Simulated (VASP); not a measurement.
A run of VASP 6.6.1 is set up as follows.

File POSCAR:

```
ZrC
1.0
    2.9193288454      0.0000000000      0.0000000000
    0.0000000000      2.9193288454      0.0000000000
    0.0000000000      0.0000000000      2.9193288454
Zr C
1 1
Direct
    0.0000000000      0.0000000000      0.0000000000
    0.5000000000      0.5000000000      0.5000000000
```

File INCAR.step1:

```
SYSTEM = ZrC
PREC = Accurate ; ENCUT = 660
ISMEAR = 0 ; SIGMA = 0.05
LREAL = .FALSE. ; LASPH = .TRUE.
NELM = 120 ; NBANDS = 15
GGA = PE ; ALGO = Normal
EDIFF = 1E-5 ; LWAVE = .TRUE.
LCHARG = .FALSE. ; GGA_COMPAT = .FALSE.
```

File INCAR.step2:

```
SYSTEM = ZrC
PREC = Accurate ; ENCUT = 660
EDIFF = 1E-6 ; ISMEAR = 0
SIGMA = 0.05 ; LREAL = .FALSE.
LASPH = .TRUE. ; NELM = 120
ALGO = Normal ; ISIF = 2
LWAVE = .FALSE. ; LCHARG = .FALSE.
METAGGA = R2SCAN ; LMIXTAU = .TRUE.
NBANDS = 15 ; ISTART = 1
GGA_COMPAT = .FALSE.
```

The input KPOINTS:

```
regular mesh
0
G
  12 12 12
  0 0 0
```

Potentials or basis: VASP PAW PBE potentials, release 64 (Zr_sv, C).

Command:

```console
$ cat potpaw_PBE.64/Zr_sv/POTCAR potpaw_PBE.64/C/POTCAR > POTCAR
$ cp INCAR.step1 INCAR
$ mpirun -np 1 vasp_std > vasp.out
$ cp INCAR.step2 INCAR
$ mpirun -np 1 vasp_std > vasp.out
```

(1) What does it give for the pressure?

(2) Predict the band gap on the k mesh.

Answers

(1) -0.6 GPa.

(2) zero (bands 8 and 9 overlap by 2.14 eV).

Caveat: the PAW data sets were made with another functional, which shifts forces and pressure a little.
